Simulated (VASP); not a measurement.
Wanted: the native input for a VASP 6.6.1 run.

```yaml
Task: single point
Functional: PBE
Potentials_or_basis: VASP PAW PBE potentials, release 64 (Ba_sv, Re_sv_GW)
Cutoff: 410 eV
k_mesh: 8 × 8 × 8
Occupations: gaussian, width 0.05 eV
Spin: no spin polarisation
Dipole_correction: no
k_mesh_for_the_DOS: 12 × 12 × 12
Occupations_for_the_DOS: tetrahedron
Further_INCAR_settings: ALGO = Normal; EDIFF = 1e-06; NBANDS = 20
```

The system is BaRe.

```
Ba Re
1.0
     3.72334    0.00000    0.00000
     0.00000    3.72334    0.00000
     0.00000    0.00000    3.72334
Ba Re
1 1
Direct
  0.00000 0.00000 0.00000
  0.50000 0.50000 0.50000
```

These files were run (other wordings do the same):

POSCAR

```
BaRe
1.0
    3.7233438108      0.0000000000      0.0000000000
    0.0000000000      3.7233438108      0.0000000000
    0.0000000000      0.0000000000      3.7233438108
Ba Re
1 1
Direct
    0.0000000000      0.0000000000      0.0000000000
    0.5000000000      0.5000000000      0.5000000000
```

INCAR.step1

```
ALGO = Normal
EDIFF = 1E-6
ENCUT = 410
GGA = PE
GGA_COMPAT = F
ISIF = 2
ISMEAR = 0
LASPH = T
LCHARG = T
LMAXMIX = 4
LORBIT = 11
LREAL = F
LWAVE = F
NBANDS = 20
NEDOS = 2001
NELM = 120
PREC = Accurate
SIGMA = 0.05
```

KPOINTS.step1

```
k-points
0
Gamma
  8 8 8
```

INCAR.step2

```
ALGO = Normal
EDIFF = 1E-6
ENCUT = 410
GGA = PE
GGA_COMPAT = F
ICHARG = 11
ISIF = 2
ISMEAR = -5
LASPH = T
LCHARG = F
LMAXMIX = 4
LORBIT = 11
LREAL = F
LWAVE = F
NBANDS = 20
NEDOS = 2001
NELM = 120
PREC = Accurate
SIGMA = 0.05
```

KPOINTS.step2

```
k-points
0
Gamma
  12 12 12
```

Potentials or basis: VASP PAW PBE potentials, release 64 (Ba_sv, Re_sv_GW).

Command:

```console
$ cat potpaw_PBE.64/Ba_sv/POTCAR potpaw_PBE.64/Re_sv_GW/POTCAR > POTCAR
$ cp INCAR.step1 INCAR
$ cp KPOINTS.step1 KPOINTS
$ mpirun -np 1 vasp_std > vasp.out
$ cp INCAR.step2 INCAR
$ cp KPOINTS.step2 KPOINTS
$ mpirun -np 1 vasp_std > vasp.out
```

Results of the run:

```yaml
Valence_electrons_inside_the_program's_atomic_spheres: Ba 8.26; Re 14.60
```

Run time: 36 s on 1 thread of Intel(R) Xeon(R) Platinum 8559C (Emerald Rapids), with other jobs on the host, peak memory 0.2 GiB.
